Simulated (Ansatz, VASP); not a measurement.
MgI2 in VASP and in Ansatz

Contents of INCAR:

```
SYSTEM = MgI2
PREC = Accurate
ENCUT = 600
EDIFF = 1E-6
ISMEAR = 1
SIGMA = 0.44
LREAL = .False.
LASPH = .True.
NELM = 120
ALGO = Normal
ISIF = 2
LWAVE = .False.
LCHARG = .False.
GGA = PS
NBANDS = 15
GGA_COMPAT = .False.
```

KPOINTS

```
Automatic mesh
0
Gamma
  6 6 6
  0 0 0
```

Contents of POSCAR:

```
MgI2
1.0
    2.0786779714      1.2001252863      6.8923459914
   -2.0786779714      1.2001252863      6.8923459914
    0.0000000000     -2.4002505727      6.8923459914
Mg I
1 2
Direct
    0.0000000000      0.0000000000      0.0000000000
    0.2526882644      0.2526882644      0.2526882644
    0.7473117356      0.7473117356      0.7473117356
```

Input for Ansatz:

```yaml
crystal:
  lattice:
    - [2.0786779714, 1.2001252863, 6.8923459914]
    - [-2.0786779714, 1.2001252863, 6.8923459914]
    - [0.0, -2.4002505727, 6.8923459914]
  atoms:
    - { symbol: Mg, position: [0.0, 0.0, 0.0] }
    - { symbol: I, position: [0.2526882644, 0.2526882644, 0.2526882644] }
    - { symbol: I, position: [0.7473117356, 0.7473117356, 0.7473117356] }
kpoints:
  mp_grid: { grid: [6, 6, 6] }
hamiltonian:
  xc: pbesol
scf:
  occupations: { method: cold, width: 0.5 }
  n_extra_bands: 4
output:
  forces: true
  stress: true
  eigenvalues: true
```

Alike in both runs: task single point; functional PBEsol; k mesh 6 × 6 × 6; no spin polarisation.

|  | VASP | Ansatz |
| --- | --- | --- |
| version | VASP 6.6.1 | Ansatz 0.2.0 |
| potentials or method | VASP PAW PBE potentials, release 64 (Mg, I) | plane waves |
| plane-wave cutoff (eV) | 600 | 420 |
| occupations | methfessel-paxton of order 1, width 0.44 eV | cold, width 0.5 eV |
| valence electrons in the cell | 16 | 44 |

```csv
,VASP,Ansatz,Ansatz less VASP
gap on the k mesh at the Fermi level (eV),3.19,3.21,+0.014
pressure (GPa),-0.4,-0.3,+0.12
"traceless stress, the component that is largest in VASP (GPa)",0.27,0.22,-0.049
rms of the force components (eV/Å),0.029,0.030,+0.0007
```

VASP's potentials were made for PBE, not for PBEsol. Atom by atom the forces differ by 0.001 eV/Å (rms over components). VASP's potentials hold 16 valence electrons a cell and Ansatz's 44, so a difference there can come from the potentials and not from the codes.

Neither program's run includes spin-orbit coupling.
